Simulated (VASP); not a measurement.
# Sn2S3 in VASP: single point with PBEsol

Aim: the single point of Sn2S3 with PBEsol.

Program: VASP 6.6.1. These are calculated values, not measurements. Logs are shortened: lines on timing, memory, paths and dates and some standing lists are left out, and cuts for length are marked.

## 1. The cell of the first run

The cell holds a slab with vacuum, 10 atoms: a = 3.651 Å, b = 6.059 Å, c = 31.486 Å, α = 90.00°, β = 90.00°, γ = 90.00°.

## 2. Single point, PBEsol

INCAR

```
PREC = Accurate ; ENCUT = 400
EDIFF = 1E-6 ; ISMEAR = 0
SIGMA = 0.05 ; LREAL = F
LASPH = T ; NELM = 120
ALGO = Normal ; ISIF = 2
LWAVE = F ; LCHARG = F
LDIPOL = T ; IDIPOL = 3
DIPOL = 0.5 0.5 0.500 ; GGA = PS
NBANDS = 57 ; GGA_COMPAT = F
NELMDL = -8
```

KPOINTS

```
Automatic mesh
0
Gamma
  7 5 1
```

POSCAR

```
Sn2S3
1.0
    3.6513143021      0.0000000000      0.0000000000
    0.0000000000      6.0589189091      0.0000000000
    0.0000000000      0.0000000000     31.4863928284
Sn S
4 6
Direct
    0.5000000000      0.0000000000      0.3493572624
    0.0000000000      0.0000000000      0.4497857541
    0.5000000000      0.0000000000      0.5502142459
    0.0000000000      0.0000000000      0.6506427376
    0.0000000000      0.2432430384      0.3828334263
    0.5000000000      0.7567569616      0.4163095902
    0.5000000000      0.2432430384      0.4832619180
    0.0000000000      0.7567569616      0.5167380820
    0.0000000000      0.2432430384      0.5836904098
    0.5000000000      0.7567569616      0.6171665737
```

Potentials or basis: VASP PAW PBE potentials, release 64 (Sn_d, S).

On the command line:

```bash
> cat potpaw_PBE.64/Sn_d/POTCAR potpaw_PBE.64/S/POTCAR > POTCAR
> mpirun -np 1 vasp_std > vasp.out
```

OUTCAR:

```text
PREC = Accurate
   ENCUT = 400
   EDIFF = 1E-6
   ISMEAR = 0
   LREAL = F
   LASPH = T
   NELM = 120
   ISIF = 2
   GGA = PS
   NELMDL = -8

 ion  position               nearest neighbor table
   1  0.500  0.000  0.349-   6 2.57   5 2.57   5 2.57   2 3.65   2 3.65
   2  0.000  0.000  0.450-   5 2.57   6 2.57   7 2.57   6 2.57   7 2.57   8 2.57   1 3.65   1 3.65
                             3 3.65   3 3.65
   3  0.500  0.000  0.550-  10 2.57   9 2.57   8 2.57   8 2.57   9 2.57   7 2.57   4 3.65   4 3.65
                             2 3.65   2 3.65
   4  0.000  0.000  0.651-   9 2.57  10 2.57  10 2.57   3 3.65   3 3.65
   5  0.000  0.243  0.383-   2 2.57   1 2.57   1 2.57
   6  0.500  0.757  0.416-   1 2.57   2 2.57   2 2.57
   7  0.500  0.243  0.483-   2 2.57   2 2.57   3 2.57
   8  0.000  0.757  0.517-   3 2.57   3 2.57   2 2.57
   9  0.000  0.243  0.584-   4 2.57   3 2.57   3 2.57
  10  0.500  0.757  0.617-   3 2.57   4 2.57   4 2.57

  LATTYP: Found a simple orthorhombic cell.
 ALAT       =     3.6513143021
 B/A-ratio  =     1.6593802691
 C/A-ratio  =     8.6233038910

  Lattice vectors:

 A1 = (   3.6513143021,   0.0000000000,   0.0000000000)
 A2 = (   0.0000000000,   6.0589189091,   0.0000000000)
 A3 = (   0.0000000000,   0.0000000000,  31.4863928284)

Analysis of symmetry for initial positions (statically):
=====================================================================
 Subroutine PRICEL returns:
 Original cell was already a primitive cell.

 Routine SETGRP: Setting up the symmetry group for a
 simple orthorhombic supercell.

 Subroutine GETGRP returns: Found  4 space group operations
 (whereof  2 operations were pure point group operations)
 out of a pool of  8 trial point group operations.

The static configuration has the point symmetry C_1h.
 The point group associated with its full space group is C_2h.

Analysis of symmetry for dynamics (positions and initial velocities):
=====================================================================
 Subroutine PRICEL returns:
 Original cell was already a primitive cell.

 Routine SETGRP: Setting up the symmetry group for a
 simple orthorhombic supercell.

 Subroutine GETGRP returns: Found  4 space group operations
 (whereof  2 operations were pure point group operations)
 out of a pool of  8 trial point group operations.

The dynamic configuration has the point symmetry C_1h.
 The point group associated with its full space group is C_2h.

 Subroutine INISYM returns: Found  4 space group operations
 (whereof  2 operations are pure point group operations),
 and found     1 'primitive' translations

----------------------------------------------------------------------------------------

                                     Primitive cell

  volume of cell :     696.5740

  direct lattice vectors                    reciprocal lattice vectors
     3.651314302  0.000000000  0.000000000     0.273873985  0.000000000  0.000000000
     0.000000000  6.058918909  0.000000000     0.000000000  0.165045945  0.000000000
     0.000000000  0.000000000 31.486392828     0.000000000  0.000000000  0.031759751

  length of vectors
     3.651314302  6.058918909 31.486392828     0.273873985  0.165045945  0.031759751

  position of ions in fractional coordinates (direct lattice)
     0.500000000  0.000000000  0.349357262
     0.000000000  0.000000000  0.449785754
     0.500000000  0.000000000  0.550214246
     0.000000000  0.000000000  0.650642738
     0.000000000  0.243243038  0.382833426
     0.500000000  0.756756962  0.416309590
     0.500000000  0.243243038  0.483261918
     0.000000000  0.756756962  0.516738082
     0.000000000  0.243243038  0.583690410
     0.500000000  0.756756962  0.617166574

  ion indices of the primitive-cell ions
   primitive index   ion index
                 1           1
                 2           2
                 3           3
                 4           4
                 5           5
                 6           6
                 7           7
                 8           8
                 9           9
                10          10

----------------------------------------------------------------------------------------

 KPOINTS: Automatic mesh

Automatic generation of k-mesh.
 Grid dimensions read from file:
 generate k-points for:    7    5    1

 Generating k-lattice:

  Cartesian coordinates                     Fractional coordinates (reciprocal lattice)
     0.039124855  0.000000000  0.000000000     0.142857143  0.000000000  0.000000000
     0.000000000  0.033009189  0.000000000     0.000000000  0.200000000  0.000000000
     0.000000000  0.000000000  0.031759751     0.000000000  0.000000000  1.000000000

  Length of vectors
     0.039124855  0.033009189  0.031759751

  Shift w.r.t. Gamma in fractional coordinates (k-lattice)
     0.000000000  0.000000000  0.000000000

 Subroutine IBZKPT returns following result:
 ===========================================

 Found     12 irreducible k-points:

 Following reciprocal coordinates:
            Coordinates               Weight
  0.000000  0.000000  0.000000      1.000000
  0.142857  0.000000  0.000000      2.000000
  0.285714  0.000000  0.000000      2.000000
  0.428571  0.000000  0.000000      2.000000
  0.000000  0.200000  0.000000      2.000000
  0.142857  0.200000  0.000000      4.000000
  0.285714  0.200000  0.000000      4.000000
  0.428571  0.200000  0.000000      4.000000
  0.000000  0.400000  0.000000      2.000000
  0.142857  0.400000  0.000000      4.000000
  0.285714  0.400000  0.000000      4.000000
  0.428571  0.400000  0.000000      4.000000
   k-points           NKPTS =     12   k-points in BZ     NKDIM =     12   number of bands    NBANDS=     57
   number of dos      NEDOS =    301   number of ions     NIONS =     10
   total plane-waves  NPLWV = 201600
   dimension x,y,z NGX =    24 NGY =   40 NGZ =  210
   dimension x,y,z NGXF=    48 NGYF=   80 NGZF=  420
   ions per type =               4   6
   NGX,Y,Z   is equivalent  to a cutoff of  10.93, 10.98, 11.09 a.u.
   NGXF,Y,Z  is equivalent  to a cutoff of  21.85, 21.95, 22.18 a.u.
 SYSTEM =  unknown system
   PREC   = accura    normal or accurate (medium, high low for compatibility)
   ISTART =      0    job   : 0-new  1-cont  2-samecut
   ICHARG =      2    charge: 1-file 2-atom 10-const
   ISPIN  =      1    spin polarized calculation?
   LNONCOLLINEAR =      F non collinear calculations
   LSORBIT =      F    spin-orbit coupling
   LASPH  =      T    aspherical Exc in radial PAW
   ENCUT  =  400.0 eV  29.40 Ry    5.42 a.u.   5.95  9.88 51.35*2*pi/ulx,y,z
   NELM   =    120;   NELMIN=  2; NELMDL= -8     # of ELM steps
   EDIFF  = 0.1E-05   stopping-criterion for ELM
   LREAL  =      F    real-space projection
   EDIFFG = 0.1E-04   stopping-criterion for IOM
   NSW    =      0    number of steps for IOM
   IBRION =     -1    ionic relax: 0-MD 1-quasi-New 2-CG
   NFREE  =      0    steps in history (QN), initial steepest desc. (CG)
   ISIF   =      2    stress and relaxation
   ISYM   =      2    0-nonsym 1-usesym 2-fastsym
   POTIM  = 0.5000    time-step for ionic-motion
   TEBEG  =    0.0;   TEEND  =   0.0 temperature during run
   PSTRESS=    0.0 pullay stress
   NELECT =      92.0000    total number of electrons
   NUPDOWN=      -1.0000    fix difference up-down
   EMIN   =  10.00;   EMAX   =-10.00  energy-range for DOS
   EFERMI =   0.00;   METHOD = LEGACY
   ISMEAR =     0;   SIGMA  =   0.05  broadening in eV -4-tet -1-fermi 0-gaus
   EFERMI_NEDOS =   21; number of points for ismear=-14 and -15
   IALGO  =     38    algorithm
   IMIX   =      4    mixing-type and parameters
     AMIX     =   0.40;   BMIX     =  1.00
     AMIX_MAG =   1.60;   BMIX_MAG =  1.00
  volume/ion in A,a.u.               =      69.66       470.07
  Fermi-wavevector in a.u.,A,eV,Ry     =   0.833710  1.575483  9.457034  0.695072
  Thomas-Fermi vector in A             =   1.946980
   LORBIT       =      0    0 simple, 1 ext, 2 COOP (PROOUT), +10 PAW based schemes
   GGA     = PS    functional components
   LHFCALC =     F    Hartree Fock is set to
   AEXX    =    0.0000 exact exchange contribution
   IVDW    =     0    specifies the selected vdW correction
   LEPSILON=     F    determine dielectric tensor
   LRPA    =     F    only Hartree local field effects (RPA)
 non-spin polarized calculation
 Gauss-broadening in eV      SIGMA  =   0.05
  energy-cutoff  :      400.00
  volume of cell :      696.57
 maximum number of plane-waves:     12719
 NGX is ok and might be reduce to    24
   NGX = 11   NGY = 19   NGZ =103

 number of electron      92.0000086 magnetization

 dipolmoment           0.000000      0.000000      0.000000 electrons x Angstroem

 Free energy of the ion-electron system (eV)
  ---------------------------------------------------
  ext. energy  EPLUGINS =         0.00000000
  ---------------------------------------------------
  free energy    TOTEN  =       -46.88994760 eV

  energy without entropy =      -46.88994760  energy(sigma->0) =      -46.88994760

 E-fermi :  -1.6608     XC(G=0):  -3.8068

 val. band max:       -1.9270649672   @ k =   0.1429   0.0000   0.0000
 cond. band min:      -0.3696297238   @ k =   0.0000   0.4000   0.0000
 fundamental gap:      1.5574352434
 Fermi energy:        -1.6607983558

 k-point     1 :       0.0000    0.0000    0.0000
  band No.  band energies     occupation
      1     -22.9654      2.00000
      2     -22.9241      2.00000
      3     -22.8881      2.00000
      4     -22.8713      2.00000
      5     -22.8636      2.00000
      6     -22.8504      2.00000
[... 709 lines left out ...]
     56       3.5235      0.00000
     57       3.9142      0.00000

------------------------ aborting loop because EDIFF is reached ----------------------------------------

 vacuum level on the upper side and lower side of the slab       (xc-potential included)        -0.013        -0.013

  FORCE on cell =-STRESS in cart. coord.  units (eV):
  Direction    XX          YY          ZZ          XY          YZ          ZX
  --------------------------------------------------------------------------------------
  -------------------------------------------------------------------------------------
  Total        0.5783240     -0.1521188      0.8281689      0.0000000      0.0244970      0.0000000
  in kB        1.3301926     -0.3498857      1.9048564      0.0000000      0.0563451      0.0000000
  external PRESSURE =       0.9617211 kB  Pullay stress =       0.0000000 kB

 VOLUME and BASIS-vectors are now :
 -----------------------------------------------------------------------------
  energy-cutoff  :      400.00
  volume of cell :      696.57
      direct lattice vectors                 reciprocal lattice vectors
     3.651314302  0.000000000  0.000000000     0.273873985  0.000000000  0.000000000
     0.000000000  6.058918909  0.000000000     0.000000000  0.165045945  0.000000000
     0.000000000  0.000000000 31.486392828     0.000000000  0.000000000  0.031759751

 POSITION                                       TOTAL-FORCE (eV/Angst)
 -----------------------------------------------------------------------------------
      1.82566      0.00000     11.00000         0.000000      0.007532     -0.222360
      0.00000      0.00000     14.16213         0.000000      0.004634      0.138558
      1.82566      0.00000     17.32426         0.000000     -0.004634     -0.138558
      0.00000      0.00000     20.48639         0.000000     -0.007532      0.222360
      0.00000      1.47379     12.05404         0.000000     -0.019394      0.028306
      1.82566      4.58513     13.10809         0.000000      0.012995      0.101715
      1.82566      1.47379     15.21617         0.000000     -0.034356      0.020039
      0.00000      4.58513     16.27022         0.000000      0.034356     -0.020039
      0.00000      1.47379     18.37831         0.000000     -0.012995     -0.101715
      1.82566      4.58513     19.43235         0.000000      0.019394     -0.028306
 -----------------------------------------------------------------------------------
    total drift:                                0.000000      0.000000      0.000000

  FREE ENERGIE OF THE ION-ELECTRON SYSTEM (eV)
  ---------------------------------------------------
  free  energy   TOTEN  =       -46.8899475998 eV

  energy  without entropy=      -46.8899475998  energy(sigma->0) =      -46.88994760

 vacuum level on the upper side and lower side of the slab         3.408         3.408
```

Run time: 20 min. Hardware: 1 thread of Oxide Virtual Turin-like, shared host; peak memory 0.55 GiB.

What came out:

* Free energy: -46.8899 eV
* Largest force: 0.222 eV/Å
* Band gap on the k mesh: 1.56 eV (least direct gap 1.64 eV)

Forces on the atoms (eV/Å):
```
Sn   0.000  0.008 -0.222
Sn   0.000  0.005  0.139
Sn   0.000 -0.005 -0.139
Sn   0.000 -0.008  0.222
S    0.000 -0.019  0.028
S    0.000  0.013  0.102
S    0.000 -0.034  0.020
S    0.000  0.034 -0.020
S    0.000 -0.013 -0.102
S    0.000  0.019 -0.028
```

Levels at points of the mesh, in eV from the valence-band top:
| k point | band 43 | band 44 | band 45 | band 46 | band 47 | band 48 | band 49 | band 50 |
| --- | --- | --- | --- | --- | --- | --- | --- | --- |
| (0.00, 0.00, 0.00) | -0.36 | -0.34 | -0.29 | -0.01 | 1.70 | 2.18 | 2.79 | 3.32 |

Caveat: the PAW data sets were made with another functional, which shifts forces and pressure a little; spin-orbit coupling is left out, which moves the levels of the heavy elements.
